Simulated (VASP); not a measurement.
# NaF (Fm-3m) in VASP: a series of runs, part 2 of 2

VASP 6.6.1. The steps go on from the part before.

## Step 4: Electric field gradients, LDA (volume scaled by 1.02)

INCAR

```
PREC = Accurate ; ENCUT = 520
EDIFF = 1E-8 ; ISMEAR = -1
SIGMA = 0.02 ; LREAL = F
LASPH = T ; NELM = 60
ALGO = Normal ; ISIF = 2
LWAVE = F ; LCHARG = F
GGA = CA ; LEFG = T
NBANDS = 14
```

KPOINTS

```
Automatic mesh
0
Gamma
  10 10 10
```

POSCAR

```
NaF
1.0
    0.0000000000      2.3386865411      2.3386865411
    2.3386865411      0.0000000000      2.3386865411
    2.3386865411      2.3386865411      0.0000000000
Na F
1 1
Direct
    0.0000000000      0.0000000000      0.0000000000
    0.5000000000      0.5000000000      0.5000000000
```

Potentials or basis: VASP PAW LDA potentials, release 64 (Na_pv, F).

On the command line:

```sh
$ cat potpaw_LDA.64/Na_pv/POTCAR potpaw_LDA.64/F/POTCAR > POTCAR
$ mpirun -np 1 vasp_std > vasp.out
```

OUTCAR:

```text
PREC = Accurate
   ENCUT = 520
   EDIFF = 1E-8
   ISMEAR = -1
   LREAL = F
   LASPH = T
   NELM = 60
   ISIF = 2
   GGA = CA

 ion  position               nearest neighbor table
   1  0.000  0.000  0.000-   2 2.34   2 2.34   2 2.34   2 2.34   2 2.34   2 2.34
   2  0.500  0.500  0.500-   1 2.34   1 2.34   1 2.34   1 2.34   1 2.34   1 2.34

  LATTYP: Found a face centered cubic cell.
 ALAT       =     4.6773730822

  Lattice vectors:

 A1 = (   0.0000000000,   2.3386865411,   2.3386865411)
 A2 = (   2.3386865411,   0.0000000000,   2.3386865411)
 A3 = (   2.3386865411,   2.3386865411,   0.0000000000)

Analysis of symmetry for initial positions (statically):
=====================================================================
 Subroutine PRICEL returns:
 Original cell was already a primitive cell.

 Routine SETGRP: Setting up the symmetry group for a
 face centered cubic supercell.

 Subroutine GETGRP returns: Found 48 space group operations
[... 595 lines left out ...]
  volume of cell :       25.58
      direct lattice vectors                 reciprocal lattice vectors
     0.000000000  2.338686541  2.338686541    -0.213795218  0.213795218  0.213795218
     2.338686541  0.000000000  2.338686541     0.213795218 -0.213795218  0.213795218
     2.338686541  2.338686541  0.000000000     0.213795218  0.213795218 -0.213795218

 POSITION                                       TOTAL-FORCE (eV/Angst)
 -----------------------------------------------------------------------------------
      0.00000      0.00000      0.00000        -0.000000     -0.000000      0.000000
      2.33869      2.33869      2.33869         0.000000      0.000000     -0.000000
 -----------------------------------------------------------------------------------
    total drift:                                0.000000      0.000000      0.000000

  FREE ENERGIE OF THE ION-ELECTRON SYSTEM (eV)
  ---------------------------------------------------
  free  energy   TOTEN  =        -9.2846650735 eV

  energy  without entropy=       -9.2846650735  energy(sigma->0) =       -9.28466507

 Electric field gradients (V/A^2)
---------------------------------------------------------------------
 ion       V_xx      V_yy      V_zz      V_xy      V_xz      V_yz
---------------------------------------------------------------------
   1       0.000     0.000     0.000     0.002     0.002     0.002
   2       0.000     0.000    -0.000     0.001     0.001     0.001
---------------------------------------------------------------------

 Electric field gradients after diagonalization (V/A^2)
 (convention: |V_zz| > |V_xx| > |V_yy|)
----------------------------------------------------------------------
 ion       V_xx      V_yy      V_zz     asymmetry (V_yy - V_xx)/ V_zz
----------------------------------------------------------------------
   1      -0.002    -0.002     0.003       0.000
   2      -0.001    -0.001     0.002       0.000
----------------------------------------------------------------------

           NMR quadrupolar parameters

 Cq : quadrupolar parameter    Cq=e*Q*V_zz/h
 eta: asymmetry parameters     (V_yy - V_xx)/ V_zz
 Q  : nuclear electric quadrupole moment in mb (millibarn)
----------------------------------------------------------------------
 ion       Cq(MHz)       eta       Q (mb)
----------------------------------------------------------------------
   1       0.000       0.000       1.000
   2       0.000       0.000       1.000
----------------------------------------------------------------------
```

OSZICAR:

```text
N       E                     dE             d eps       ncg     rms          rms(c)
DAV:   1     0.102908619764E+03    0.10291E+03   -0.77485E+03  1356   0.120E+03
DAV:   2    -0.519440910893E+01   -0.10810E+03   -0.10123E+03  1430   0.328E+02
DAV:   3    -0.101033479466E+02   -0.49089E+01   -0.48999E+01  1688   0.644E+01
DAV:   4    -0.101404197016E+02   -0.37072E-01   -0.37071E-01  1412   0.609E+00
DAV:   5    -0.101407637986E+02   -0.34410E-03   -0.34410E-03  1700   0.588E-01    0.508E+00
DAV:   6    -0.933176340369E+01    0.80900E+00   -0.28955E+00  1538   0.147E+01    0.184E+00
DAV:   7    -0.930093360741E+01    0.30830E-01   -0.37601E-02  1388   0.199E+00    0.981E-01
DAV:   8    -0.928469137192E+01    0.16242E-01   -0.24658E-02  1426   0.341E+00    0.146E-01
DAV:   9    -0.928477226424E+01   -0.80892E-04   -0.22696E-03  1634   0.473E-01    0.107E-01
DAV:  10    -0.928466734460E+01    0.10492E-03   -0.59654E-04  1460   0.195E-01    0.116E-02
DAV:  11    -0.928466513362E+01    0.22110E-05   -0.15790E-05  1640   0.842E-02    0.222E-03
DAV:  12    -0.928466507328E+01    0.60346E-07   -0.15527E-06  1504   0.149E-02    0.846E-04
DAV:  13    -0.928466508147E+01   -0.81959E-08   -0.16216E-07  1556   0.361E-03    0.762E-04
DAV:  14    -0.928466507347E+01    0.79997E-08   -0.35380E-08  1172   0.180E-03
   1 F= -.92846651E+01 E0= -.92846651E+01  d E =-.183472E-13
```

Wall time 9.6 s (1 thread of Intel Xeon 6975P-C (Granite Rapids), shared host); peak memory 0.13 GiB.

Results:

```yaml
Free_energy: -9.2847 eV
Pressure: -5.4 GPa
Band_gap_on_the_k_mesh: 5.81 eV, direct
```

Levels at points of the mesh, in eV from the valence-band top:
```csv
k point,band 4,band 5,band 6,band 7,band 8,band 9,band 10,band 11
"(0.00, 0.00, 0.00)",-18.71,0.00,0.00,0.00,5.81,18.34,18.34,18.34
"(0.50, 0.00, 0.00)",-17.88,-1.60,-0.25,-0.25,10.22,11.86,19.37,19.37
"(0.50, 0.50, 0.00)",-18.46,-1.29,-0.41,-0.41,12.52,12.75,12.97,18.97
```

Caveat: without QUAD_EFG the Cq values of the log hold for a quadrupole moment of 1 mb, not for the nuclei.

## Step 5: Electric field gradients, LDA (volume scaled by 1.04)

INCAR

```
SYSTEM = NaF
ALGO = Normal
EDIFF = 1E-8
ENCUT = 520
ISIF = 2
ISMEAR = -1
LASPH = .True.
LCHARG = .False.
LEFG = .True.
LREAL = .False.
LWAVE = .False.
NBANDS = 14
NELM = 100
PREC = Accurate
SIGMA = 0.02
```

KPOINTS

```
k-points
0
Gamma
  10 10 10
  0 0 0
```

POSCAR

```
NaF
1.0
    0.0000000000      2.3538732429      2.3538732429
    2.3538732429      0.0000000000      2.3538732429
    2.3538732429      2.3538732429      0.0000000000
Na F
1 1
Direct
    0.0000000000      0.0000000000      0.0000000000
    0.5000000000      0.5000000000      0.5000000000
```

Potentials or basis: VASP PAW LDA potentials, release 64 (Na_pv, F).

On the command line:

```sh
$ cat potpaw_LDA.64/Na_pv/POTCAR potpaw_LDA.64/F/POTCAR > POTCAR
$ mpirun -np 1 vasp_std > vasp.out
```

OUTCAR:

```text
SYSTEM = NaF
   EDIFF = 1E-8
   ENCUT = 520
   ISIF = 2
   ISMEAR = -1
   LASPH = .True.
   LREAL = .False.
   NELM = 100
   PREC = Accurate

 ion  position               nearest neighbor table
   1  0.000  0.000  0.000-
   2  0.500  0.500  0.500-

  LATTYP: Found a face centered cubic cell.
 ALAT       =     4.7077464858

  Lattice vectors:

 A1 = (   0.0000000000,   2.3538732429,   2.3538732429)
 A2 = (   2.3538732429,   0.0000000000,   2.3538732429)
 A3 = (   2.3538732429,   2.3538732429,   0.0000000000)

Analysis of symmetry for initial positions (statically):
=====================================================================
 Subroutine PRICEL returns:
 Original cell was already a primitive cell.

 Routine SETGRP: Setting up the symmetry group for a
 face centered cubic supercell.

 Subroutine GETGRP returns: Found 48 space group operations
 (whereof 48 operations were pure point group operations)
 out of a pool of 48 trial point group operations.

The static configuration has the point symmetry O_h .

Analysis of symmetry for dynamics (positions and initial velocities):
=====================================================================
 Subroutine PRICEL returns:
 Original cell was already a primitive cell.

 Routine SETGRP: Setting up the symmetry group for a
 face centered cubic supercell.

 Subroutine GETGRP returns: Found 48 space group operations
 (whereof 48 operations were pure point group operations)
 out of a pool of 48 trial point group operations.

The dynamic configuration has the point symmetry O_h .
[... 548 lines left out ...]
      2     -21.6526      2.00000
      3     -21.6458      2.00000
      4     -20.9572      2.00000
      5      -3.8650      2.00000
      6      -3.0828      2.00000
      7      -3.0278      2.00000
      8       7.1588      0.00000
      9      10.4888      0.00000
     10      13.1290      0.00000
     11      15.9220      0.00000
     12      15.9427      0.00000
     13      21.5585      0.00000
     14      22.9231      0.00000

 [... further k-points ...]

------------------------ aborting loop because EDIFF is reached ----------------------------------------

  FORCE on cell =-STRESS in cart. coord.  units (eV):
  Direction    XX          YY          ZZ          XY          YZ          ZX
  --------------------------------------------------------------------------------------
  -------------------------------------------------------------------------------------
  Total       -0.9911127     -0.9911127     -0.9911127      0.0000000     -0.0000000     -0.0000000
  in kB      -60.8771612    -60.8771612    -60.8771612      0.0000000     -0.0000000     -0.0000000
  external PRESSURE =     -60.8771612 kB  Pullay stress =       0.0000000 kB

 VOLUME and BASIS-vectors are now :
 -----------------------------------------------------------------------------
  energy-cutoff  :      520.00
  volume of cell :       26.08
      direct lattice vectors                 reciprocal lattice vectors
     0.000000000  2.353873243  2.353873243    -0.212415856  0.212415856  0.212415856
     2.353873243  0.000000000  2.353873243     0.212415856 -0.212415856  0.212415856
     2.353873243  2.353873243  0.000000000     0.212415856  0.212415856 -0.212415856

 POSITION                                       TOTAL-FORCE (eV/Angst)
 -----------------------------------------------------------------------------------
      0.00000      0.00000      0.00000        -0.000000      0.000000     -0.000000
      2.35387      2.35387      2.35387         0.000000     -0.000000      0.000000
 -----------------------------------------------------------------------------------
    total drift:                                0.000000      0.000000      0.000000

  FREE ENERGIE OF THE ION-ELECTRON SYSTEM (eV)
  ---------------------------------------------------
  free  energy   TOTEN  =        -9.2673344627 eV

  energy  without entropy=       -9.2673344627  energy(sigma->0) =       -9.26733446

 Electric field gradients (V/A^2)
---------------------------------------------------------------------
 ion       V_xx      V_yy      V_zz      V_xy      V_xz      V_yz
---------------------------------------------------------------------
   1      -0.000     0.000    -0.000     0.002     0.002     0.002
   2      -0.000    -0.000     0.000    -0.000    -0.000    -0.000
---------------------------------------------------------------------

 Electric field gradients after diagonalization (V/A^2)
 (convention: |V_zz| > |V_xx| > |V_yy|)
----------------------------------------------------------------------
 ion       V_xx      V_yy      V_zz     asymmetry (V_yy - V_xx)/ V_zz
----------------------------------------------------------------------
   1      -0.002    -0.002     0.003       0.000
   2       0.000     0.000    -0.000       0.000
----------------------------------------------------------------------

           NMR quadrupolar parameters

 Cq : quadrupolar parameter    Cq=e*Q*V_zz/h
 eta: asymmetry parameters     (V_yy - V_xx)/ V_zz
 Q  : nuclear electric quadrupole moment in mb (millibarn)
----------------------------------------------------------------------
 ion       Cq(MHz)       eta       Q (mb)
----------------------------------------------------------------------
   1       0.000       0.000       1.000
   2      -0.000       0.000       1.000
----------------------------------------------------------------------
```

OSZICAR:

```text
N       E                     dE             d eps       ncg     rms          rms(c)
DAV:   1     0.108148731311E+03    0.10815E+03   -0.76423E+03  1334   0.120E+03
DAV:   2    -0.479662522240E+01   -0.11295E+03   -0.10518E+03  1412   0.334E+02
DAV:   3    -0.100889418166E+02   -0.52923E+01   -0.52821E+01  1688   0.673E+01
DAV:   4    -0.101279871989E+02   -0.39045E-01   -0.39044E-01  1430   0.620E+00
DAV:   5    -0.101283553450E+02   -0.36815E-03   -0.36814E-03  1688   0.605E-01    0.508E+00
DAV:   6    -0.931539292714E+01    0.81296E+00   -0.29354E+00  1556   0.146E+01    0.186E+00
DAV:   7    -0.928384998664E+01    0.31543E-01   -0.38775E-02  1382   0.199E+00    0.985E-01
DAV:   8    -0.926736116982E+01    0.16489E-01   -0.25466E-02  1456   0.348E+00    0.148E-01
DAV:   9    -0.926744496171E+01   -0.83792E-04   -0.22932E-03  1658   0.491E-01    0.109E-01
DAV:  10    -0.926733757498E+01    0.10739E-03   -0.63792E-04  1502   0.200E-01    0.142E-02
DAV:  11    -0.926733452905E+01    0.30459E-05   -0.18521E-05  1620   0.830E-02    0.228E-03
DAV:  12    -0.926733446209E+01    0.66967E-07   -0.17284E-06  1536   0.153E-02    0.764E-04
DAV:  13    -0.926733447068E+01   -0.85904E-08   -0.14885E-07  1556   0.349E-03    0.765E-04
DAV:  14    -0.926733446274E+01    0.79372E-08   -0.38210E-08  1178   0.183E-03
   1 F= -.92673345E+01 E0= -.92673345E+01  d E =-.223615E-11
```

Run time: 9.2 s. Hardware: 1 thread of Intel Xeon 6975P-C (Granite Rapids), shared host; peak memory 0.13 GiB.

Results:

```yaml
Free_energy: -9.2673 eV
Pressure: -6.1 GPa
Band_gap_on_the_k_mesh: 5.71 eV, direct
```

Caveat: without QUAD_EFG the Cq values of the log hold for a quadrupole moment of 1 mb, not for the nuclei. A k mesh can miss the band edges.

## Step 6: Electric field gradients, LDA (volume scaled by 1.04)

INCAR

```
SYSTEM = NaF
PREC     = Accurate       ! precision mode
ENCUT    = 520            ! plane-wave cutoff, eV
EDIFF    = 1E-8           ! SCF threshold, eV
ISMEAR   = -1             ! smearing method
SIGMA    = 0.02           ! smearing width, eV
LREAL    = .False.        ! projectors in reciprocal space
LASPH    = .True.         ! aspherical terms in the spheres
NELM     = 60             ! most SCF steps
ALGO     = Normal         ! electronic algorithm
ISIF     = 2              ! what is computed and relaxed
LWAVE    = .False.        ! write WAVECAR
LCHARG   = .False.        ! write CHGCAR
GGA      = CA             ! functional
LEFG     = .True.       
NBANDS   = 14             ! bands
```

KPOINTS

```
Automatic mesh
0
Gamma
  10 10 10
  0 0 0
```

POSCAR is that of step 5.

Potentials or basis: VASP PAW LDA potentials, release 64 (Na_pv, F).

On the command line:

```sh
$ cat potpaw_LDA.64/Na_pv/POTCAR potpaw_LDA.64/F/POTCAR > POTCAR
$ mpirun -np 1 vasp_std > vasp.out
```

OUTCAR:

```text
SYSTEM = NaF
   PREC = Accurate
   ENCUT = 520
   EDIFF = 1E-8
   ISMEAR = -1
   LREAL = .False.
   LASPH = .True.
   NELM = 60
   ISIF = 2
   GGA = CA

 ion  position               nearest neighbor table
   1  0.000  0.000  0.000-
   2  0.500  0.500  0.500-

  LATTYP: Found a face centered cubic cell.
 ALAT       =     4.7077464858

  Lattice vectors:

 A1 = (   0.0000000000,   2.3538732429,   2.3538732429)
 A2 = (   2.3538732429,   0.0000000000,   2.3538732429)
 A3 = (   2.3538732429,   2.3538732429,   0.0000000000)

Analysis of symmetry for initial positions (statically):
=====================================================================
 Subroutine PRICEL returns:
 Original cell was already a primitive cell.

 Routine SETGRP: Setting up the symmetry group for a
 face centered cubic supercell.

[... 595 lines left out ...]
  energy-cutoff  :      520.00
  volume of cell :       26.08
      direct lattice vectors                 reciprocal lattice vectors
     0.000000000  2.353873243  2.353873243    -0.212415856  0.212415856  0.212415856
     2.353873243  0.000000000  2.353873243     0.212415856 -0.212415856  0.212415856
     2.353873243  2.353873243  0.000000000     0.212415856  0.212415856 -0.212415856

 POSITION                                       TOTAL-FORCE (eV/Angst)
 -----------------------------------------------------------------------------------
      0.00000      0.00000      0.00000        -0.000000      0.000000     -0.000000
      2.35387      2.35387      2.35387         0.000000     -0.000000      0.000000
 -----------------------------------------------------------------------------------
    total drift:                                0.000000      0.000000      0.000000

  FREE ENERGIE OF THE ION-ELECTRON SYSTEM (eV)
  ---------------------------------------------------
  free  energy   TOTEN  =        -9.2673344627 eV

  energy  without entropy=       -9.2673344627  energy(sigma->0) =       -9.26733446

 Electric field gradients (V/A^2)
---------------------------------------------------------------------
 ion       V_xx      V_yy      V_zz      V_xy      V_xz      V_yz
---------------------------------------------------------------------
   1      -0.000     0.000    -0.000     0.002     0.002     0.002
   2      -0.000    -0.000     0.000    -0.000    -0.000    -0.000
---------------------------------------------------------------------

 Electric field gradients after diagonalization (V/A^2)
 (convention: |V_zz| > |V_xx| > |V_yy|)
----------------------------------------------------------------------
 ion       V_xx      V_yy      V_zz     asymmetry (V_yy - V_xx)/ V_zz
----------------------------------------------------------------------
   1      -0.002    -0.002     0.003       0.000
   2       0.000     0.000    -0.000       0.000
----------------------------------------------------------------------

           NMR quadrupolar parameters

 Cq : quadrupolar parameter    Cq=e*Q*V_zz/h
 eta: asymmetry parameters     (V_yy - V_xx)/ V_zz
 Q  : nuclear electric quadrupole moment in mb (millibarn)
----------------------------------------------------------------------
 ion       Cq(MHz)       eta       Q (mb)
----------------------------------------------------------------------
   1       0.000       0.000       1.000
   2      -0.000       0.000       1.000
----------------------------------------------------------------------
```

OSZICAR:

```text
N       E                     dE             d eps       ncg     rms          rms(c)
DAV:   1     0.108148731311E+03    0.10815E+03   -0.76423E+03  1334   0.120E+03
DAV:   2    -0.479662522240E+01   -0.11295E+03   -0.10518E+03  1412   0.334E+02
DAV:   3    -0.100889418166E+02   -0.52923E+01   -0.52821E+01  1688   0.673E+01
DAV:   4    -0.101279871989E+02   -0.39045E-01   -0.39044E-01  1430   0.620E+00
DAV:   5    -0.101283553450E+02   -0.36815E-03   -0.36814E-03  1688   0.605E-01    0.508E+00
DAV:   6    -0.931539292714E+01    0.81296E+00   -0.29354E+00  1556   0.146E+01    0.186E+00
DAV:   7    -0.928384998664E+01    0.31543E-01   -0.38775E-02  1382   0.199E+00    0.985E-01
DAV:   8    -0.926736116982E+01    0.16489E-01   -0.25466E-02  1456   0.348E+00    0.148E-01
DAV:   9    -0.926744496171E+01   -0.83792E-04   -0.22932E-03  1658   0.491E-01    0.109E-01
DAV:  10    -0.926733757498E+01    0.10739E-03   -0.63792E-04  1502   0.200E-01    0.142E-02
DAV:  11    -0.926733452905E+01    0.30459E-05   -0.18521E-05  1620   0.830E-02    0.228E-03
DAV:  12    -0.926733446209E+01    0.66967E-07   -0.17284E-06  1536   0.153E-02    0.764E-04
DAV:  13    -0.926733447068E+01   -0.85904E-08   -0.14885E-07  1556   0.349E-03    0.765E-04
DAV:  14    -0.926733446274E+01    0.79372E-08   -0.38210E-08  1178   0.183E-03
   1 F= -.92673345E+01 E0= -.92673345E+01  d E =-.223615E-11
```

stdout:

```text
POSCAR found type information on POSCAR NaF
 POSCAR found :  2 types and       2 ions
 scaLAPACK will be used
 LDA part: xc-table for (Slater(with rela. corr.)+CA(PZ))
 , standard interpolation
 POSCAR, INCAR and KPOINTS ok, starting setup
 FFT: planning ... GRIDC
 FFT: planning ... GRID_SOFT
 FFT: planning ... GRID
 WAVECAR not read
 entering main loop
ion   1

ion   2
```

Wall time 8.8 s (1 thread of Intel Xeon 6975P-C (Granite Rapids), shared host); peak memory 0.14 GiB.

Results:

```yaml
Free_energy: -9.2673 eV
Pressure: -6.1 GPa
Band_gap_on_the_k_mesh: 5.71 eV, direct
```

Caveat: without QUAD_EFG the Cq values of the log hold for a quadrupole moment of 1 mb, not for the nuclei. A k mesh can miss the band edges.

## Step 7: The runs side by side

```tsv
cell	gap on the mesh (eV)	pressure (GPa)
a = 3.297 Å, angles 60.0°, 2 atoms	5.86	-5.1
a = 3.307 Å, angles 60.0°, 2 atoms	5.81	-5.4
a = 3.329 Å, angles 60.0°, 2 atoms	5.71	-6.1
```

Alike in all rows: task electric field gradients; level LDA; potentials or basis VASP PAW LDA potentials, release 64 (Na_pv, F); no spin polarisation; k mesh 10 × 10 × 10; cutoff (eV) 520; smearing fermi-dirac 0.02 eV.

Absolute energies hang on the potentials; compare differences alone.
